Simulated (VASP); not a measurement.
# Pt (Im-3m) in VASP: a series of runs

Aim: see how the results for Pt move with the level of theory and the settings. Levels: PBEsol, PBE, RPBE, revPBE, BLYP. Tasks: single point.

Everything below comes from runs of VASP 6.6.1. Logs are shortened: lines on timing, memory, paths and dates and some standing lists are left out, and cuts for length are marked.

## Step 1: The cell of the first run

It takes space group Im-3m (No. 229, cubic). Conventional cell: a = 3.121 Å, b = 3.121 Å, c = 3.121 Å, α = 90.00°, β = 90.00°, γ = 90.00°. Pt (site symmetry m-3m) has 14 Pt at 2.70 to 3.12 Å within 3.6 Å.

## Step 2: Single point, PBEsol

INCAR

```
SYSTEM = Pt
  ALGO = Fast
  EDIFF = 1E-7
  ENCUT = 520
  GGA = PS
  ISIF = 2
  ISMEAR = -1
  LASPH = .True.
  LCHARG = .False.
  LREAL = .False.
  LWAVE = .False.
  NBANDS = 11
  NELM = 80
  PREC = Accurate
  SIGMA = 0.05
```

KPOINTS

```
k-points
0
Gamma
  12 12 12
  0 0 0
```

POSCAR

```
Pt
1.0
   -1.5602942148      1.5602942148      1.5602942148
    1.5602942148     -1.5602942148      1.5602942148
    1.5602942148      1.5602942148     -1.5602942148
Pt
1
Direct
    0.0000000000      0.0000000000      0.0000000000
```

Potentials or basis: VASP PAW PBE potentials, release 64 (Pt).

Started as:

```console
> cat potpaw_PBE.64/Pt/POTCAR > POTCAR
> mpirun -np 1 vasp_std > vasp.out
```

OUTCAR:

```text
SYSTEM = Pt
   EDIFF = 1E-7
   ENCUT = 520
   GGA = PS
   ISIF = 2
   ISMEAR = -1
   LASPH = .True.
   LREAL = .False.
   NELM = 80
   PREC = Accurate

 ion  position               nearest neighbor table
   1  0.000  0.000  0.000-

  LATTYP: Found a body centered cubic cell.
 ALAT       =     3.1205884296

  Lattice vectors:

 A1 = (  -1.5602942148,   1.5602942148,   1.5602942148)
 A2 = (   1.5602942148,  -1.5602942148,   1.5602942148)
 A3 = (   1.5602942148,   1.5602942148,  -1.5602942148)

Analysis of symmetry for initial positions (statically):
=====================================================================
 Subroutine PRICEL returns:
 Original cell was already a primitive cell.

 Routine SETGRP: Setting up the symmetry group for a
 body centered cubic supercell.

 Subroutine GETGRP returns: Found 48 space group operations
[... 9 lines left out ...]

 Routine SETGRP: Setting up the symmetry group for a
 body centered cubic supercell.

 Subroutine GETGRP returns: Found 48 space group operations
[... 11 lines left out ...]
                                     Primitive cell

  volume of cell :      15.1943

  direct lattice vectors                    reciprocal lattice vectors
    -1.560294215  1.560294215  1.560294215     0.000000000  0.320452383  0.320452383
     1.560294215 -1.560294215  1.560294215     0.320452383  0.000000000  0.320452383
     1.560294215  1.560294215 -1.560294215     0.320452383  0.320452383  0.000000000

  length of vectors
     2.702508855  2.702508855  2.702508855     0.453188107  0.453188107  0.453188107

  position of ions in fractional coordinates (direct lattice)
     0.000000000  0.000000000  0.000000000

  ion indices of the primitive-cell ions
   primitive index   ion index
                 1           1

----------------------------------------------------------------------------------------

 KPOINTS: k-points

Automatic generation of k-mesh.
 Grid dimensions read from file:
 generate k-points for:   12   12   12

 Generating k-lattice:

  Cartesian coordinates                     Fractional coordinates (reciprocal lattice)
     0.000000000  0.026704365  0.026704365     0.083333333  0.000000000  0.000000000
     0.026704365  0.000000000  0.026704365     0.000000000  0.083333333  0.000000000
     0.026704365  0.026704365  0.000000000     0.000000000  0.000000000  0.083333333

  Length of vectors
     0.037765676  0.037765676  0.037765676
[... 52 lines left out ...]
   ENCUT  =  520.0 eV  38.22 Ry    6.18 a.u.   5.02  5.02  5.02*2*pi/ulx,y,z
   NELM   =     80;   NELMIN=  2; NELMDL= -5     # of ELM steps
   EDIFF  = 0.1E-06   stopping-criterion for ELM
   LREAL  =      F    real-space projection
   EDIFFG = 0.1E-05   stopping-criterion for IOM
   NSW    =      0    number of steps for IOM
   IBRION =     -1    ionic relax: 0-MD 1-quasi-New 2-CG
   NFREE  =      0    steps in history (QN), initial steepest desc. (CG)
   ISIF   =      2    stress and relaxation
   ISYM   =      2    0-nonsym 1-usesym 2-fastsym
   POTIM  = 0.5000    time-step for ionic-motion
   TEBEG  =    0.0;   TEEND  =   0.0 temperature during run
   PSTRESS=    0.0 pullay stress
   NELECT =      10.0000    total number of electrons
   NUPDOWN=      -1.0000    fix difference up-down
   EMIN   =  10.00;   EMAX   =-10.00  energy-range for DOS
   EFERMI =   0.00;   METHOD = LEGACY
   ISMEAR =    -1;   SIGMA  =   0.05  broadening in eV -4-tet -1-fermi 0-gaus
   EFERMI_NEDOS =   21; number of points for ismear=-14 and -15
   IALGO  =     68    algorithm
   IMIX   =      4    mixing-type and parameters
     AMIX     =   0.40;   BMIX     =  1.00
     AMIX_MAG =   1.60;   BMIX_MAG =  1.00
  volume/ion in A,a.u.               =      15.19       102.54
  Fermi-wavevector in a.u.,A,eV,Ry     =   1.424016  2.691001 27.590204  2.027823
  Thomas-Fermi vector in A             =   2.544552
   LORBIT       =      0    0 simple, 1 ext, 2 COOP (PROOUT), +10 PAW based schemes
   GGA     = PS    functional components
   LHFCALC =     F    Hartree Fock is set to
   AEXX    =    0.0000 exact exchange contribution
   IVDW    =     0    specifies the selected vdW correction
   LEPSILON=     F    determine dielectric tensor
   LRPA    =     F    only Hartree local field effects (RPA)
 non-spin polarized calculation
 RMM-DIIS sequential band-by-band and
  energy-cutoff  :      520.00
  volume of cell :       15.19
 maximum number of plane-waves:       420
   NGX =  9   NGY =  9   NGZ =  9

 number of electron      10.0000000 magnetization

 number of electron       9.9999997 magnetization

 Free energy of the ion-electron system (eV)
  ---------------------------------------------------
  ext. energy  EPLUGINS =         0.00000000
  ---------------------------------------------------
  free energy    TOTEN  =        -6.86948007 eV

  energy without entropy =       -6.86378223  energy(sigma->0) =       -6.86663115

 E-fermi :  10.6526     XC(G=0): -13.5763

 val. band max:       10.6036808670   @ k =   0.5000   0.5000   0.4167
 cond. band min:      10.6988875492   @ k =  -0.4167  -0.4167   0.1667
 fundamental gap:      0.0952066823
 Fermi energy:        10.6526139007

 k-point     1 :       0.0000    0.0000    0.0000
  band No.  band energies     occupation
      1       0.7531      2.00000
      2       7.0270      2.00000
      3       7.0270      2.00000
      4       7.0270      2.00000
      5       9.6879      2.00000
      6       9.6879      2.00000
      7      27.7996      0.00000
      8      27.7996      0.00000
      9      27.7996      0.00000
     10      38.3041      0.00000
     11      38.3045      0.00000
[... 309 lines left out ...]
 k-point    24 :       0.4167    0.0833    0.0833
  band No.  band energies     occupation
      1       4.2542      2.00000
      2       5.5076      2.00000
      3       8.9626      2.00000
      4       9.6435      2.00000
      5      10.0628      1.99998
      6      14.1861      0.00000
      7      16.9370      0.00000
      8      23.9459      0.00000
      9      24.9588      0.00000
     10      35.2242      0.00000
     11      35.5591      0.00000

 [... further k-points ...]
[... 5 lines left out ...]
  --------------------------------------------------------------------------------------
  -------------------------------------------------------------------------------------
  Total       -0.0320796     -0.0320796     -0.0320796     -0.0000000     -0.0000000     -0.0000000
  in kB       -3.3826727     -3.3826727     -3.3826727     -0.0000000     -0.0000000     -0.0000000
  external PRESSURE =      -3.3826727 kB  Pullay stress =       0.0000000 kB

 VOLUME and BASIS-vectors are now :
 -----------------------------------------------------------------------------
  energy-cutoff  :      520.00
  volume of cell :       15.19
      direct lattice vectors                 reciprocal lattice vectors
    -1.560294215  1.560294215  1.560294215     0.000000000  0.320452383  0.320452383
     1.560294215 -1.560294215  1.560294215     0.320452383  0.000000000  0.320452383
     1.560294215  1.560294215 -1.560294215     0.320452383  0.320452383  0.000000000

 POSITION                                       TOTAL-FORCE (eV/Angst)
 -----------------------------------------------------------------------------------
      0.00000      0.00000      0.00000         0.000000      0.000000      0.000000
 -----------------------------------------------------------------------------------
    total drift:                                0.000000      0.000000      0.000000

  FREE ENERGIE OF THE ION-ELECTRON SYSTEM (eV)
  ---------------------------------------------------
  free  energy   TOTEN  =        -6.8694800746 eV

  energy  without entropy=       -6.8637822291  energy(sigma->0) =       -6.86663115
```

stdout:

```text
POSCAR found type information on POSCAR Pt
 POSCAR found :  1 types and       1 ions
 scaLAPACK will be used
 -----------------------------------------------------------------------------
|                                                                             |
|                                                                             |
|     You enforced a specific xc type in the INCAR file but a different       |
|     I HOPE YOU KNOW WHAT YOU ARE DOING!                                     |
|                                                                             |
 -----------------------------------------------------------------------------

 LDA part: xc-table for (Slater+PW92), standard interpolation
 POSCAR, INCAR and KPOINTS ok, starting setup
 FFT: planning ... GRIDC
 FFT: planning ... GRID_SOFT
 FFT: planning ... GRID
 WAVECAR not read
 entering main loop
```

Wall time 9.4 s (1 thread of Intel Xeon Platinum 8375C at 2.90GHz (Ice Lake), shared host); peak memory 0.13 GiB.

What came out:

* Free energy: -6.8695 eV
* Pressure: -0.3 GPa
* Band gap on the k mesh: zero (band 5 reaches 11.83 eV, above the bottom of band 6 at 9.52 eV)

Caveat: the PAW data sets were made with another functional, which shifts forces and pressure a little; spin-orbit coupling is left out, which moves the levels of the heavy elements.

## Step 3: Single point, PBE

This run uses another cell than the first one, of 15.90 Å³/atom, 1.047 times its volume.

INCAR

```
SYSTEM = Pt
  ALGO = Fast
  EDIFF = 1E-6
  ENCUT = 520
  GGA = PE
  ISIF = 2
  ISMEAR = 0
  LASPH = .TRUE.
  LCHARG = .FALSE.
  LREAL = .FALSE.
  LWAVE = .FALSE.
  NBANDS = 11
  NELM = 100
  PREC = Accurate
  SIGMA = 0.012
```

KPOINTS

```
k-points
0
G
  12 12 12
  0 0 0
```

POSCAR

```
Pt
1.0
   -1.5842200000      1.5842200000      1.5842200000
    1.5842200000     -1.5842200000      1.5842200000
    1.5842200000      1.5842200000     -1.5842200000
Pt
1
Direct
    0.0000000000      0.0000000000      0.0000000000
```

Potentials or basis: VASP PAW PBE potentials, release 64 (Pt).

Started as:

```console
> cat potpaw_PBE.64/Pt/POTCAR > POTCAR
> mpirun -np 1 vasp_std > vasp.out
```

It took 8.4 s on 1 thread of Intel Xeon Platinum 8375C at 2.90GHz (Ice Lake), shared host; peak memory 0.13 GiB.

It converged, with:

```yaml
Free_energy: -6.0165 eV
Pressure: -1.9 GPa
Band_gap_on_the_k_mesh: zero (band 5 reaches 11.08 eV, above the bottom of band 6 at 8.94 eV)
```

Levels at points of the mesh, in eV from the Fermi level:
```
           k point  band 2  band 3  band 4  band 5  band 6  band 7  band 8  band 9
(0.00, 0.00, 0.00)   -3.32   -3.32   -3.32   -0.86   -0.86   17.22   17.22   17.22
(0.50, 0.00, 0.00)   -4.73   -1.04   -0.55    0.41    1.15    6.36   13.39   15.92
(0.50, 0.50, 0.50)   -5.88    0.64    0.64    0.64    7.78    7.78    7.78   12.81
```

Caveat: spin-orbit coupling is left out, which moves the levels of the heavy elements.

## Step 4: Single point, RPBE

This run uses another cell than the first one, of 16.09 Å³/atom, 1.059 times its volume.

INCAR

```
ALGO = Fast ; EDIFF = 1E-6
ENCUT = 520 ; GGA = RP
ISIF = 2 ; ISMEAR = -1
LASPH = T ; LCHARG = T
LELF = T ; LREAL = F
LVHAR = T ; LWAVE = F
NBANDS = 11 ; NELM = 60
PREC = Accurate ; SIGMA = 0.05
```

KPOINTS

```
k-points
0
Gamma
  12 12 12
```

POSCAR

```
Pt
1.0
   -1.5904831152      1.5904831152      1.5904831152
    1.5904831152     -1.5904831152      1.5904831152
    1.5904831152      1.5904831152     -1.5904831152
Pt
1
Direct
    0.0000000000      0.0000000000      0.0000000000
```

Potentials or basis: VASP PAW PBE potentials, release 64 (Pt).

Started as:

```console
> cat potpaw_PBE.64/Pt/POTCAR > POTCAR
> mpirun -np 1 vasp_std > vasp.out
```

OUTCAR:

```text
EDIFF = 1E-6
   ENCUT = 520
   GGA = RP
   ISIF = 2
   ISMEAR = -1
   LASPH = T
   LREAL = F
   NELM = 60
   PREC = Accurate

 ion  position               nearest neighbor table
   1  0.000  0.000  0.000-

  LATTYP: Found a body centered cubic cell.
 ALAT       =     3.1809662304

  Lattice vectors:

 A1 = (  -1.5904831152,   1.5904831152,   1.5904831152)
 A2 = (   1.5904831152,  -1.5904831152,   1.5904831152)
 A3 = (   1.5904831152,   1.5904831152,  -1.5904831152)

[... 504 lines left out ...]
      2       5.2122      2.00000
      3       8.4382      2.00000
      4       8.9417      2.00000
      5       9.3067      1.99998
      6      13.3014      0.00000
      7      15.7948      0.00000
      8      23.0869      0.00000
      9      23.7591      0.00000
     10      33.7972      0.00000
     11      34.4435      0.00000

 [... further k-points ...]
[... 5 lines left out ...]
  --------------------------------------------------------------------------------------
  -------------------------------------------------------------------------------------
  Total       -0.0453923     -0.0453923     -0.0453923     -0.0000000      0.0000000      0.0000000
  in kB       -4.5190371     -4.5190371     -4.5190371     -0.0000000      0.0000000      0.0000000
  external PRESSURE =      -4.5190371 kB  Pullay stress =       0.0000000 kB

 VOLUME and BASIS-vectors are now :
 -----------------------------------------------------------------------------
  energy-cutoff  :      520.00
  volume of cell :       16.09
      direct lattice vectors                 reciprocal lattice vectors
    -1.590483115  1.590483115  1.590483115     0.000000000  0.314369889  0.314369889
     1.590483115 -1.590483115  1.590483115     0.314369889  0.000000000  0.314369889
     1.590483115  1.590483115 -1.590483115     0.314369889  0.314369889  0.000000000

 POSITION                                       TOTAL-FORCE (eV/Angst)
 -----------------------------------------------------------------------------------
      0.00000      0.00000      0.00000         0.000000     -0.000000      0.000000
 -----------------------------------------------------------------------------------
    total drift:                                0.000000      0.000000      0.000000

  FREE ENERGIE OF THE ION-ELECTRON SYSTEM (eV)
  ---------------------------------------------------
  free  energy   TOTEN  =        -5.3858904823 eV

  energy  without entropy=       -5.3794484785  energy(sigma->0) =       -5.38266948
```

It took 16 s on 1 thread of Intel Xeon Platinum 8375C at 2.90GHz (Ice Lake), shared host; peak memory 0.13 GiB.

What came out:

```yaml
Free_energy: -5.3859 eV
Pressure: -0.5 GPa
Band_gap_on_the_k_mesh: zero (band 5 reaches 10.93 eV, above the bottom of band 6 at 8.84 eV)
```

Caveat: the PAW data sets were made with another functional, which shifts forces and pressure a little; spin-orbit coupling is left out, which moves the levels of the heavy elements.

(Part 1 of 2 ends here.)
